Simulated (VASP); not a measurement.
Wanted: the native input for a VASP 6.6.1 run.

* Task: single point
* Functional: PBEsol
* Potentials or basis: VASP PAW PBE potentials, release 64 (Cs_sv, Sn_d, I)
* Cutoff: 500 eV
* k mesh: 6 × 6 × 6
* Occupations: fermi-dirac, width 0.15 eV
* Spin: no spin polarisation
* Dipole correction: no
* Further INCAR settings: ALGO = Normal; EDIFF = 1e-06; NBANDS = 47

The structure of Cs2SnI6 lies in POSCAR:

```
Cs2SnI6
1.0
    0.0000000000      5.7686198051      5.7686198051
    5.7686198051      0.0000000000      5.7686198051
    5.7686198051      5.7686198051      0.0000000000
Cs Sn I
2 1 6
Direct
    0.2500000000      0.2500000000      0.2500000000
    0.7500000000      0.7500000000      0.7500000000
    0.0000000000      0.0000000000      0.0000000000
    0.7504262843      0.2495737157      0.2495737157
    0.2495737157      0.7504262843      0.2495737157
    0.2495737157      0.7504262843      0.7504262843
    0.7504262843      0.2495737157      0.7504262843
    0.2495737157      0.2495737157      0.7504262843
    0.7504262843      0.7504262843      0.2495737157
```

One way to write it, as run:

INCAR

```
ALGO = Normal
EDIFF = 1E-6
ENCUT = 500
GGA = PS
GGA_COMPAT = False
ISIF = 2
ISMEAR = -1
LASPH = True
LCHARG = True
LELF = True
LREAL = False
LVHAR = True
LWAVE = False
NBANDS = 47
NELM = 120
PREC = Accurate
SIGMA = 0.15
```

KPOINTS

```
k-points
0
Gamma
  6 6 6
```

Potentials or basis: VASP PAW PBE potentials, release 64 (Cs_sv, Sn_d, I).

Launch:

```sh
$ cat potpaw_PBE.64/Cs_sv/POTCAR potpaw_PBE.64/Sn_d/POTCAR potpaw_PBE.64/I/POTCAR > POTCAR
$ mpirun -np 1 vasp_std > vasp.out
```

Results of the run:

The pressure is 0.0 GPa, the largest force is 0.004 eV/Å and the band gap on the k mesh is zero (filled and empty bands touch).

Caveat: the PAW data sets were made with another functional, which shifts forces and pressure a little; spin-orbit coupling is left out, which moves the levels of the heavy elements.

It took 2.7 min on 1 thread of Intel(R) Xeon(R) 6975P-C (Granite Rapids), on a shared host, peak memory 0.63 GiB.
